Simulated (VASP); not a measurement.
ZrMo3: single point with PBE

Crystal: ZrMo3.

```xyz
8
Lattice="5.2061 0.0000 0.0000 0.0000 5.2061 0.0000 0.0000 0.0000 5.2061" Properties=species:S:1:pos:R:3 pbc="T T T"
Zr    2.6030    2.6030    2.6030
Zr    0.0000    0.0000    0.0000
Mo    0.0000    2.6030    1.3015
Mo    0.0000    2.6030    3.9045
Mo    2.6030    3.9045    0.0000
Mo    2.6030    1.3015    0.0000
Mo    3.9045    0.0000    2.6030
Mo    1.3015    0.0000    2.6030
```

```json
{"Program": "VASP 6.6.1", "Task": "single point", "Functional": "PBE", "Potentials or basis": "VASP PAW PBE potentials, release 64 (Zr_sv, Mo_sv)", "Cutoff": "520 eV", "k mesh": "4 × 4 × 4", "Occupations": "fermi-dirac, width 0.05 eV", "Spin": "no spin polarisation"}
```

```
Pressure               : -1.3 GPa
Band gap on the k mesh : zero (band 54 reaches 10.94 eV, above the bottom of band 55 at 10.25 eV)
```

Levels at points of the mesh, in eV from the Fermi level:
```csv
k point,band 52,band 53,band 54,band 55,band 56,band 57
"(0.00, 0.00, 0.00)",-0.59,-0.29,-0.29,1.13,1.13,1.13
"(0.50, 0.00, 0.00)",-0.26,-0.06,-0.06,0.41,0.41,0.75
"(0.50, 0.50, 0.00)",-0.80,-0.61,-0.61,-0.04,0.30,0.45
"(0.50, 0.50, 0.50)",-0.56,-0.56,-0.56,-0.56,-0.56,1.24
```

It took 2.1 min on 1 thread of Oxide Virtual Turin-like Processor, with other jobs on the host, peak memory 0.23 GiB.
